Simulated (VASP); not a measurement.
A run of VASP 6.6.1 is set up as follows.

Contents of INCAR:

```
  PREC = Accurate
  ENCUT = 520
  EDIFF = 1E-7
  ISMEAR = -1
  SIGMA = 0.05
  LREAL = False
  LASPH = True
  NELM = 60
  ALGO = Normal
  ISIF = 2
  LWAVE = False
  LCHARG = False
  NBANDS = 18
```

The input KPOINTS:

```
Automatic mesh
0
Gamma
  10 10 10
```

File POSCAR:

```
ScCd
1.0
    3.5262555900      0.0000000000      0.0000000000
    0.0000000000      3.5262555900      0.0000000000
    0.0000000000      0.0000000000      3.5262555900
Sc Cd
1 1
Direct
    0.5000000000      0.5000000000      0.5000000000
    0.0000000000      0.0000000000      0.0000000000
```

Potentials or basis: VASP PAW LDA potentials, release 64 (Sc_sv, Cd).

The run is started by

```sh
$ cat potpaw_LDA.64/Sc_sv/POTCAR potpaw_LDA.64/Cd/POTCAR > POTCAR
$ mpirun -np 1 vasp_std > vasp.out
```

Problem. Predict the band gap on the k mesh.

Solution. Zero (an odd number of electrons rules out a gap without spin polarisation).

Problem. Predict the pressure.

Solution. -5.1 GPa.

Caveat: the cell stands under tension.
